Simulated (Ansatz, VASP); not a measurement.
# Two plane-wave programs on SbSe5

```
Sb Se
1.0
     3.90751    0.00000    0.00000
    -1.95376    3.38401    0.00000
     0.00000    0.00000   11.26011
Sb Se
1 5
Direct
  0.00000 0.00000 0.00000
  0.33333 0.66667 0.15119
  0.66667 0.33333 0.84881
  0.33333 0.66667 0.63859
  0.00000 0.00000 0.50000
  0.66667 0.33333 0.36141
```

Alike in both runs: functional PBE; k mesh 5 × 5 × 2; occupations gaussian, width 0.2 eV; no spin polarisation.

Ansatz relaxed the structure, and its values are those at the end. VASP's run is a single point on that final structure, the one shown.

|  | VASP | Ansatz |
| --- | --- | --- |
| version | VASP 6.6.1 | Ansatz 0.2.0 |
| potentials or method | VASP PAW PBE potentials, release 64 (Sb, Se), cutoff 520 eV | scalar-relativistic, plane waves, PAW |
| valence electrons in the cell | 35 | 95 |

|  | VASP | Ansatz | Ansatz less VASP |
| --- | --- | --- | --- |
| gap on the k mesh at the Fermi level (eV) | none | none | - |
| pressure (GPa) | 0.1 | 0.1 | +0.01 |
| rms of the force components (eV/Å) | 0.023 | 0.025 | +0.0021 |

A gap of «none» marks a metal or a gap that the smearing closes. VASP's potentials hold 35 valence electrons a cell and Ansatz's 95, so a difference there can come from the potentials and not from the codes.

The k mesh is coarse, so the values compare programs but aren't converged. Neither program's run includes spin-orbit coupling.
